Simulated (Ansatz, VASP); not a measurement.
**MgH2: VASP beside Ansatz**

```
Mg H
1.0
     3.47112   -5.88478    0.00000
     3.47112    5.88478    0.00000
     0.00000    0.00000    6.11107
Mg H
4 8
Direct
  0.75000 0.25000 0.36013
  0.25000 0.75000 0.63987
  0.00000 0.00000 0.00000
  0.50000 0.50000 0.00000
  0.00000 0.50000 0.50000
  0.50000 0.00000 0.50000
  0.87943 0.12057 0.20177
  0.62057 0.37943 0.20177
  0.12057 0.87943 0.79823
  0.37943 0.62057 0.79823
  0.25000 0.25000 0.00000
  0.75000 0.75000 0.00000
```

Alike in both runs: functional PBE; k mesh 4 × 4 × 4; occupations gaussian, width 0.1 eV; no spin polarisation.

Ansatz relaxed the structure, and its values are those at the end. VASP's run is a single point on that final structure, the one shown.

|  | VASP | Ansatz |
| --- | --- | --- |
| version | VASP 6.6.1 | Ansatz 0.2.0 |
| potentials or method | VASP PAW PBE potentials, release 64 (Mg, H), cutoff 520 eV | scalar-relativistic, plane waves, PAW |
| valence electrons in the cell | 16 | 48 |

```csv
,VASP,Ansatz,Ansatz less VASP
gap on the k mesh at the Fermi level (eV),2.69,2.70,+0.010
least direct gap on the mesh (eV),2.69,2.70,+0.010
pressure (GPa),0.0,0.0,+0.08
rms of the force components (eV/Å),0.005,0.004,-0.0006
```

VASP's potentials hold 16 valence electrons a cell and Ansatz's 48, so a difference there can come from the potentials and not from the codes.
